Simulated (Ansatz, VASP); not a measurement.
Al2Cu: VASP beside Ansatz

```
CELL_PARAMETERS angstrom
-2.90510 2.90510 2.44128
2.90510 -2.90510 2.44128
2.90510 2.90510 -2.44128
ATOMIC_POSITIONS crystal
Al 0.15872 0.65872 0.81744
Al 0.65872 0.84128 0.50000
Al 0.84128 0.34128 0.18256
Al 0.34128 0.15872 0.50000
Cu 0.75000 0.75000 0.00000
Cu 0.25000 0.25000 0.00000
```

Alike in both runs: task single point; functional PBE; k mesh 10 × 10 × 10; occupations gaussian, width 0.15 eV; no spin polarisation.

```csv
,VASP,Ansatz
version,VASP 6.6.1,Ansatz 0.2.0
potentials or method,"VASP PAW PBE potentials, release 64 (Al, Cu), cutoff 520 eV","scalar-relativistic, plane waves, PAW"
valence electrons in the cell,34,50
```

Ansatz gave:

```
gap on the k mesh at the Fermi level (eV)                     : none
pressure (GPa)                                                : 10.0
traceless stress, the component that is largest in VASP (GPa) : -4.32
rms of the force components (eV/Å)                            : 0.040
```

Q: Estimate VASP's values.

A: gap on the k mesh at the Fermi level (eV): none; pressure (GPa): 10.2; traceless stress, the component that is largest in VASP (GPa): -4.27; rms of the force components (eV/Å): 0.039.

Atom by atom the forces differ by 0.001 eV/Å (rms over components). A gap of «none» marks a metal or a gap that the smearing closes. VASP's potentials hold 34 valence electrons a cell and Ansatz's 50, so a difference there can come from the potentials and not from the codes.
